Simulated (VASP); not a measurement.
## Al: single point with PBE

The system is Al, a slab with vacuum.

```
Al
1.0
     5.71352    0.00000    0.00000
    -2.85676    4.94805    0.00000
     0.00000    0.00000   20.10138
Al
12
Direct
  0.33333 0.16667 0.19899
  0.33333 0.66667 0.19899
  0.83333 0.16667 0.19899
  0.83333 0.66667 0.19899
  0.16667 0.33333 0.31345
  0.16667 0.83333 0.31345
  0.66667 0.33333 0.31345
  0.66667 0.83333 0.31345
  0.00000 0.00000 0.42790
  0.00000 0.50000 0.42790
  0.50000 0.00000 0.42790
  0.50000 0.50000 0.42790
```

| Quantity | Value |
| --- | --- |
| Program | VASP 6.6.1 |
| Task | single point |
| Functional | PBE |
| Potentials or basis | VASP PAW PBE potentials, release 64 (Al) |
| Cutoff | 400 eV |
| k mesh | 6 × 6 × 1 |
| Occupations | gaussian, width 0.1 eV |
| Spin | no spin polarisation |
| Dipole correction | yes |
| Further INCAR settings | ALGO = Normal; EDIFF = 1e-06; NBANDS = 30; NELMDL = -8 |

```json
{"Largest force": "0.004 eV/Å", "Band gap on the k mesh": "zero (bands 18 and 19 overlap by 1.02 eV)"}
```

Forces on the atoms (eV/Å):
```
Al   0.000  0.000  0.004
Al   0.000  0.000  0.004
Al   0.000  0.000  0.004
Al   0.000  0.000  0.004
Al   0.000  0.000  0.000
Al   0.000  0.000  0.000
Al   0.000  0.000  0.000
Al   0.000  0.000  0.000
Al   0.000  0.000 -0.004
Al   0.000  0.000 -0.004
Al   0.000  0.000 -0.004
Al   0.000  0.000 -0.004
```

Levels at points of the mesh, in eV from the Fermi level:
```tsv
k point	band 16	band 17	band 18	band 19	band 20	band 21
(0.00, 0.00, 0.00)	-2.74	-0.39	-0.39	-0.39	-0.15	-0.15
(0.50, 0.00, 0.00)	-0.49	-0.22	-0.22	0.94	0.94	1.32
```

Wall time 6.8 min on 1 thread of AMD EPYC 7571, on a shared host, peak memory 0.45 GiB.
